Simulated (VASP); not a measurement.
A run of VASP 6.6.1:

File INCAR:

```
  ALGO = Normal
  EDIFF = 1E-6
  ENCUT = 520
  GGA = PE
  ISIF = 2
  ISMEAR = -1
  LASPH = True
  LCHARG = False
  LREAL = False
  LWAVE = False
  NBANDS = 32
  NELM = 100
  PREC = Accurate
  SIGMA = 0.05
```

The input KPOINTS:

```
k-points
0
Gamma
  8 8 8
```

The input POSCAR:

```
Bi2Se3
1.0
    2.0715000000      1.1959810826      9.5453333333
   -2.0715000000      1.1959810826      9.5453333333
    0.0000000000     -2.3919621653      9.5453333333
Bi Se
2 3
Direct
    0.5992000000      0.5992000000      0.5992000000
    0.4008000000      0.4008000000      0.4008000000
    0.7883000000      0.7883000000      0.7883000000
    0.2117000000      0.2117000000      0.2117000000
    0.0000000000      0.0000000000      0.0000000000
```

Potentials or basis: VASP PAW PBE potentials, release 64 (Bi_d, Se).

Launch:

```console
$ cat potpaw_PBE.64/Bi_d/POTCAR potpaw_PBE.64/Se/POTCAR > POTCAR
$ mpirun -np 1 vasp_std > vasp.out
```

Hardware: 1 thread of Intel(R) Xeon(R) Platinum 8559C (Emerald Rapids), with other jobs on the host.

Question: Estimate the wall time of this run.

Answer: Wall time 17 min on 1 thread of Intel(R) Xeon(R) Platinum 8559C (Emerald Rapids), with other jobs on the host, peak memory 1 GiB. Counts: scf iterations 14, k points 65.
